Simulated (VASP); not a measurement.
# MgO (Pm-3m) in VASP: single point with PBE

Aim: the single point of MgO with PBE.

Program: VASP 6.6.1. These are calculated values, not measurements. Logs are shortened: lines on timing, memory, paths and dates and some standing lists are left out, and cuts for length are marked.

## Step 1: The cell of the first run

The structure is cubic, space group Pm-3m (No. 221). Conventional cell: a = 2.623 Å, b = 2.623 Å, c = 2.623 Å, α = 90.00°, β = 90.00°, γ = 90.00°. Mg (site symmetry m-3m) has 8 O at 2.27 Å and 6 Mg at 2.62 Å within 3.0 Å. O (site symmetry m-3m) has 8 Mg at 2.27 Å and 6 O at 2.62 Å within 3.0 Å.

## Step 2: Single point, PBE

INCAR

```
  ALGO = Normal
  EDIFF = 1E-6
  ENCUT = 600
  GGA = PE
  GGA_COMPAT = False
  ISIF = 2
  ISMEAR = 0
  ISYM = 0
  LASPH = True
  LCHARG = False
  LREAL = False
  LWAVE = False
  NBANDS = 11
  NELM = 120
  PREC = Accurate
  SIGMA = 0.01
```

KPOINTS

```
Automatic mesh
0
Gamma
  6 6 6
  0 0 0.5
```

POSCAR

```
MgO
1.0
    2.6233491285      0.0000000000      0.0000000000
    0.0000000000      2.6233491285      0.0000000000
    0.0000000000      0.0000000000      2.6233491285
Mg O
1 1
Direct
    0.0000000000      0.0000000000      0.0000000000
    0.5000000000      0.5000000000      0.5000000000
```

Potentials or basis: VASP PAW PBE potentials, release 64 (Mg, O).

The run is started by

```
$ cat potpaw_PBE.64/Mg/POTCAR potpaw_PBE.64/O/POTCAR > POTCAR
$ mpirun -np 1 vasp_std > vasp.out
```

OUTCAR:

```text
EDIFF = 1E-6
   ENCUT = 600
   GGA = PE
   ISIF = 2
   ISMEAR = 0
   ISYM = 0
   LASPH = True
   LREAL = False
   NELM = 120
   PREC = Accurate

 ion  position               nearest neighbor table
   1  0.000  0.000  0.000-   2 2.27   2 2.27   2 2.27   2 2.27   2 2.27   2 2.27   2 2.27   2 2.27

   2  0.500  0.500  0.500-   1 2.27   1 2.27   1 2.27   1 2.27   1 2.27   1 2.27   1 2.27   1 2.27

IMPORTANT INFORMATION: All symmetrisations will be switched off!
NOSYMM: (Re-)initialisation of all symmetry stuff for point group C_1.

----------------------------------------------------------------------------------------

                                     Primitive cell

  volume of cell :      18.0538

  direct lattice vectors                    reciprocal lattice vectors
     2.623349129  0.000000000  0.000000000     0.381192114  0.000000000  0.000000000
     0.000000000  2.623349129  0.000000000     0.000000000  0.381192114  0.000000000
     0.000000000  0.000000000  2.623349129     0.000000000  0.000000000  0.381192114

  length of vectors
     2.623349129  2.623349129  2.623349129     0.381192114  0.381192114  0.381192114

  position of ions in fractional coordinates (direct lattice)
     0.000000000  0.000000000  0.000000000
     0.500000000  0.500000000  0.500000000

  ion indices of the primitive-cell ions
   primitive index   ion index
                 1           1
                 2           2

----------------------------------------------------------------------------------------

 KPOINTS: Automatic mesh

Automatic generation of k-mesh.
 Grid dimensions read from file:
 generate k-points for:    6    6    6

 Generating k-lattice:

  Cartesian coordinates                     Fractional coordinates (reciprocal lattice)
     0.063532019  0.000000000  0.000000000     0.166666667  0.000000000  0.000000000
     0.000000000  0.063532019  0.000000000     0.000000000  0.166666667  0.000000000
     0.000000000  0.000000000  0.063532019     0.000000000  0.000000000  0.166666667

  Length of vectors
     0.063532019  0.063532019  0.063532019

  Shift w.r.t. Gamma in fractional coordinates (k-lattice)
     0.000000000  0.000000000  0.500000000

 Subroutine IBZKPT returns following result:
 ===========================================

 Found    324 irreducible k-points:

 Following reciprocal coordinates:
            Coordinates               Weight
  0.000000  0.000000  0.083333      2.000000
  0.083333  0.000000  0.000000      2.000000
  0.000000  0.083333  0.000000      2.000000
  0.166667  0.000000  0.083333      2.000000
  0.083333  0.166667  0.000000      2.000000
  0.000000  0.083333  0.166667      2.000000
[... 16 lines left out ...]
  0.000000 -0.083333  0.333333      2.000000
  0.000000 -0.333333  0.083333      2.000000
 [... further k-points ...]
   k-points           NKPTS =    324   k-points in BZ     NKDIM =    324   number of bands    NBANDS=     11
   number of dos      NEDOS =    301   number of ions     NIONS =      2
   total plane-waves  NPLWV =  13824
   dimension x,y,z NGX =    24 NGY =   24 NGZ =   24
   dimension x,y,z NGXF=    48 NGYF=   48 NGZF=   48
   ions per type =               1   1
   NGX,Y,Z   is equivalent  to a cutoff of  15.21, 15.21, 15.21 a.u.
   NGXF,Y,Z  is equivalent  to a cutoff of  30.42, 30.42, 30.42 a.u.
 SYSTEM =  unknown system
   PREC   = accura    normal or accurate (medium, high low for compatibility)
   ISTART =      0    job   : 0-new  1-cont  2-samecut
   ICHARG =      2    charge: 1-file 2-atom 10-const
   ISPIN  =      1    spin polarized calculation?
   LNONCOLLINEAR =      F non collinear calculations
   LSORBIT =      F    spin-orbit coupling
   LASPH  =      T    aspherical Exc in radial PAW
   ENCUT  =  600.0 eV  44.10 Ry    6.64 a.u.   5.24  5.24  5.24*2*pi/ulx,y,z
   NELM   =    120;   NELMIN=  2; NELMDL= -5     # of ELM steps
   EDIFF  = 0.1E-05   stopping-criterion for ELM
   LREAL  =      F    real-space projection
   EDIFFG = 0.1E-04   stopping-criterion for IOM
   NSW    =      0    number of steps for IOM
   IBRION =     -1    ionic relax: 0-MD 1-quasi-New 2-CG
   NFREE  =      0    steps in history (QN), initial steepest desc. (CG)
   ISIF   =      2    stress and relaxation
   ISYM   =      0    0-nonsym 1-usesym 2-fastsym
   POTIM  = 0.5000    time-step for ionic-motion
   TEBEG  =    0.0;   TEEND  =   0.0 temperature during run
   PSTRESS=    0.0 pullay stress
   NELECT =       8.0000    total number of electrons
   NUPDOWN=      -1.0000    fix difference up-down
   EMIN   =  10.00;   EMAX   =-10.00  energy-range for DOS
   EFERMI =   0.00;   METHOD = LEGACY
   ISMEAR =     0;   SIGMA  =   0.01  broadening in eV -4-tet -1-fermi 0-gaus
   EFERMI_NEDOS =   21; number of points for ismear=-14 and -15
   IALGO  =     38    algorithm
   IMIX   =      4    mixing-type and parameters
     AMIX     =   0.40;   BMIX     =  1.00
     AMIX_MAG =   1.60;   BMIX_MAG =  1.00
  volume/ion in A,a.u.               =       9.03        60.92
  Fermi-wavevector in a.u.,A,eV,Ry     =   1.248098  2.358563 21.194461  1.557749
  Thomas-Fermi vector in A             =   2.382200
   LORBIT       =      0    0 simple, 1 ext, 2 COOP (PROOUT), +10 PAW based schemes
   GGA     = PE    functional components
   LHFCALC =     F    Hartree Fock is set to
   AEXX    =    0.0000 exact exchange contribution
   IVDW    =     0    specifies the selected vdW correction
   LEPSILON=     F    determine dielectric tensor
   LRPA    =     F    only Hartree local field effects (RPA)
 non-spin polarized calculation
 Gauss-broadening in eV      SIGMA  =   0.01
  energy-cutoff  :      600.00
  volume of cell :       18.05
 maximum number of plane-waves:       616
 NGX is ok and might be reduce to    24
   NGX = 11   NGY = 11   NGZ = 11

 number of electron       8.0000002 magnetization

 Free energy of the ion-electron system (eV)
  ---------------------------------------------------
  ext. energy  EPLUGINS =         0.00000000
  ---------------------------------------------------
  free energy    TOTEN  =       -10.39059255 eV

  energy without entropy =      -10.39059255  energy(sigma->0) =      -10.39059255

 E-fermi :   5.2105     XC(G=0): -11.3656

 val. band max:        5.0805003787   @ k =  -0.4167   0.0000   0.5000
 cond. band min:       8.1967244588   @ k =   0.0000   0.0000   0.0833
 fundamental gap:      3.1162240801
 Fermi energy:         5.2104710486

 k-point     1 :       0.0000    0.0000    0.0833
  band No.  band energies     occupation
      1     -13.3996      2.00000
      2       3.4790      2.00000
      3       4.1296      2.00000
      4       4.1296      2.00000
      5       8.1967      0.00000
      6      15.7390      0.00000
      7      15.7558      0.00000
      8      25.4840      0.00000
      9      25.4840      0.00000
     10      25.7275      0.00000
     11      32.0741      0.00000

 k-point     2 :       0.0833    0.0000    0.0000
  band No.  band energies     occupation
      1     -13.3996      2.00000
      2       3.4790      2.00000
      3       4.1296      2.00000
      4       4.1296      2.00000
      5       8.1967      0.00000
      6      15.7390      0.00000
      7      15.7558      0.00000
      8      25.4840      0.00000
      9      25.4840      0.00000
     10      25.7275      0.00000
     11      32.0740      0.00000

 k-point     3 :       0.0000    0.0833    0.0000
  band No.  band energies     occupation
      1     -13.3996      2.00000
      2       3.4790      2.00000
      3       4.1296      2.00000
      4       4.1296      2.00000
      5       8.1967      0.00000
      6      15.7390      0.00000
      7      15.7558      0.00000
      8      25.4840      0.00000
      9      25.4840      0.00000
     10      25.7275      0.00000
     11      32.0741      0.00000

 k-point     4 :       0.1667    0.0000    0.0833
  band No.  band energies     occupation
      1     -13.1336      2.00000
      2       2.2124      2.00000
      3       3.7206      2.00000
      4       4.2392      2.00000
      5       9.4401      0.00000
      6      16.1344      0.00000
      7      16.2742      0.00000
      8      24.5856      0.00000
      9      25.0792      0.00000
     10      26.8746      0.00000
     11      29.0755      0.00000

 k-point     5 :       0.0833    0.1667    0.0000
  band No.  band energies     occupation
      1     -13.1336      2.00000
      2       2.2124      2.00000
      3       3.7206      2.00000
      4       4.2392      2.00000
      5       9.4401      0.00000
      6      16.1344      0.00000
      7      16.2742      0.00000
      8      24.5856      0.00000
      9      25.0792      0.00000
     10      26.8746      0.00000
     11      29.0755      0.00000

 k-point     6 :       0.0000    0.0833    0.1667
  band No.  band energies     occupation
      1     -13.1336      2.00000
      2       2.2124      2.00000
      3       3.7206      2.00000
      4       4.2392      2.00000
      5       9.4401      0.00000
      6      16.1344      0.00000
      7      16.2742      0.00000
      8      24.5856      0.00000
      9      25.0792      0.00000
     10      26.8746      0.00000
     11      29.0755      0.00000

 k-point     7 :       0.0000    0.1667    0.0833
  band No.  band energies     occupation
      1     -13.1336      2.00000
      2       2.2124      2.00000
      3       3.7206      2.00000
      4       4.2392      2.00000
      5       9.4401      0.00000
      6      16.1344      0.00000
      7      16.2742      0.00000
      8      24.5856      0.00000
      9      25.0792      0.00000
     10      26.8746      0.00000
     11      29.0755      0.00000

 k-point     8 :      -0.1667    0.0833    0.0000
  band No.  band energies     occupation
      1     -13.1336      2.00000
      2       2.2124      2.00000
      3       3.7206      2.00000
      4       4.2392      2.00000
      5       9.4401      0.00000
      6      16.1344      0.00000
      7      16.2742      0.00000
      8      24.5856      0.00000
      9      25.0792      0.00000
     10      26.8746      0.00000
     11      29.0755      0.00000
[... 141 lines left out ...]
 k-point    19 :       0.0000    0.3333    0.0833
  band No.  band energies     occupation
      1     -12.5268      2.00000
      2      -0.2810      2.00000
      3       4.0142      2.00000
      4       4.4688      2.00000
      5      11.2522      0.00000
      6      15.6319      0.00000
      7      17.6678      0.00000
      8      23.6301      0.00000
      9      23.9852      0.00000
     10      25.8428      0.00000
     11      28.8088      0.00000

 k-point    20 :      -0.3333    0.0833    0.0000
  band No.  band energies     occupation
      1     -12.5268      2.00000
      2      -0.2810      2.00000
      3       4.0142      2.00000
      4       4.4688      2.00000
      5      11.2522      0.00000
      6      15.6319      0.00000
      7      17.6678      0.00000
      8      23.6301      0.00000
      9      23.9852      0.00000
     10      25.8428      0.00000
     11      28.8088      0.00000

 k-point    21 :      -0.0833    0.0000    0.3333
  band No.  band energies     occupation
      1     -12.5268      2.00000
      2      -0.2810      2.00000
      3       4.0142      2.00000
      4       4.4688      2.00000
      5      11.2522      0.00000
      6      15.6319      0.00000
      7      17.6678      0.00000
      8      23.6301      0.00000
      9      23.9852      0.00000
     10      25.8428      0.00000
     11      28.8088      0.00000

 k-point    22 :      -0.3333    0.0000    0.0833
  band No.  band energies     occupation
      1     -12.5268      2.00000
      2      -0.2810      2.00000
      3       4.0142      2.00000
      4       4.4688      2.00000
      5      11.2522      0.00000
      6      15.6319      0.00000
      7      17.6678      0.00000
      8      23.6301      0.00000
      9      23.9852      0.00000
     10      25.8428      0.00000
     11      28.8088      0.00000

 k-point    23 :       0.0000   -0.0833    0.3333
  band No.  band energies     occupation
      1     -12.5268      2.00000
      2      -0.2810      2.00000
      3       4.0142      2.00000
      4       4.4688      2.00000
      5      11.2522      0.00000
      6      15.6319      0.00000
      7      17.6678      0.00000
      8      23.6301      0.00000
      9      23.9852      0.00000
     10      25.8428      0.00000
     11      28.8088      0.00000

 k-point    24 :       0.0000   -0.3333    0.0833
  band No.  band energies     occupation
      1     -12.5268      2.00000
      2      -0.2810      2.00000
      3       4.0142      2.00000
      4       4.4688      2.00000
      5      11.2522      0.00000
      6      15.6319      0.00000
      7      17.6678      0.00000
      8      23.6301      0.00000
      9      23.9852      0.00000
     10      25.8428      0.00000
     11      28.8088      0.00000

 [... further k-points ...]
[... 5 lines left out ...]
  --------------------------------------------------------------------------------------
  -------------------------------------------------------------------------------------
  Total        0.5945391      0.5945402      0.5945395     -0.0000000      0.0000001      0.0000001
  in kB       52.7621830     52.7622754     52.7622128     -0.0000042      0.0000075      0.0000093
  external PRESSURE =      52.7622237 kB  Pullay stress =       0.0000000 kB

 VOLUME and BASIS-vectors are now :
 -----------------------------------------------------------------------------
  energy-cutoff  :      600.00
  volume of cell :       18.05
      direct lattice vectors                 reciprocal lattice vectors
     2.623349129  0.000000000  0.000000000     0.381192114  0.000000000  0.000000000
     0.000000000  2.623349129  0.000000000     0.000000000  0.381192114  0.000000000
     0.000000000  0.000000000  2.623349129     0.000000000  0.000000000  0.381192114

 POSITION                                       TOTAL-FORCE (eV/Angst)
 -----------------------------------------------------------------------------------
      0.00000      0.00000      0.00000         0.000000      0.000000      0.000000
      1.31167      1.31167      1.31167        -0.000000     -0.000000     -0.000000
 -----------------------------------------------------------------------------------
    total drift:                               -0.000000     -0.000000      0.000000

  FREE ENERGIE OF THE ION-ELECTRON SYSTEM (eV)
  ---------------------------------------------------
  free  energy   TOTEN  =       -10.3905925488 eV

  energy  without entropy=      -10.3905925488  energy(sigma->0) =      -10.39059255
```

Wall time 23 s (1 thread of Intel Xeon 6975P-C (Granite Rapids), shared host); peak memory 0.2 GiB.

Results:

- Free energy: -10.3906 eV
- Pressure: 5.3 GPa
- Band gap on the k mesh: 3.12 eV, indirect (least direct gap 4.07 eV)

Levels at points of the mesh, in eV from the valence-band top:
```csv
k point,band 2,band 3,band 4,band 5,band 6,band 7
"(0.00, 0.00, 0.08)",-1.60,-0.95,-0.95,3.12,10.66,10.68
```

A k mesh can miss the band edges. As with any semilocal functional, this PBE gap is likely too small.
